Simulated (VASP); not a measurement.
Write the native input for VASP 6.6.1 that does the following.

```
Task                   : single point
Functional             : PBE
Potentials or basis    : VASP PAW PBE potentials, release 64 (Be)
Cutoff                 : 520 eV
k mesh                 : 13 × 13 × 18
Occupations            : fermi-dirac, width 0.1 eV
Spin                   : no spin polarisation
Dipole correction      : no
Further INCAR settings : ALGO = Normal; EDIFF = 1e-06; NBANDS = 10
```

The structure of Be lies in POSCAR:

```
Be
1.0
    2.8384979972      0.0000000000      0.0000000000
   -1.4192489986      2.4582113742      0.0000000000
    0.0000000000      0.0000000000      1.6926593093
Be
3
Direct
    0.0000000000      0.0000000000      0.0000000000
    0.3333333333      0.6666666667      0.5000000000
    0.6666666667      0.3333333333      0.5000000000
```

These files were run (other wordings do the same):

INCAR

```
  PREC = Accurate
  ENCUT = 520
  EDIFF = 1E-6
  ISMEAR = -1
  SIGMA = 0.1
  LREAL = False
  LASPH = True
  NELM = 80
  ALGO = Normal
  ISIF = 2
  LWAVE = False
  LCHARG = True
  GGA = PE
  LELF = True
  LVHAR = True
  NBANDS = 10
```

KPOINTS

```
Automatic mesh
0
Gamma
  13 13 18
```

Potentials or basis: VASP PAW PBE potentials, release 64 (Be).

Launch:

```sh
$ cat potpaw_PBE.64/Be/POTCAR > POTCAR
$ mpirun -np 1 vasp_std > vasp.out
```

Results of the run:

The pressure is 272.3 GPa and the band gap on the k mesh is zero (band 3 reaches 21.96 eV, above the bottom of band 4 at 12.84 eV).

Run time: 7 s on 1 thread of Intel(R) Xeon(R) 6975P-C (Granite Rapids), on a shared host, peak memory 0.13 GiB.
